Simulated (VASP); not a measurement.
A run of VASP 6.6.1 is set up as follows.

Contents of INCAR:

```
  PREC = Accurate
  ENCUT = 520
  EDIFF = 1E-6
  ISMEAR = -1
  SIGMA = 0.1
  LREAL = False
  LASPH = True
  NELM = 60
  ALGO = Normal
  ISIF = 2
  LWAVE = False
  LCHARG = False
  GGA = PE
  NBANDS = 8
```

The input KPOINTS:

```
regular mesh
0
Gamma
  16 16 16
```

File POSCAR:

```
As
1.0
    0.0000000000      2.1448745085      2.1448745085
    2.1448745085      0.0000000000      2.1448745085
    2.1448745085      2.1448745085      0.0000000000
As
1
Direct
    0.0000000000      0.0000000000      0.0000000000
```

Potentials or basis: VASP PAW PBE potentials, release 64 (As).

The run is started by

```bash
$ cat potpaw_PBE.64/As/POTCAR > POTCAR
$ mpirun -np 1 vasp_std > vasp.out
```

(1) Estimate the pressure.

Answers

(1) -1.5 GPa.
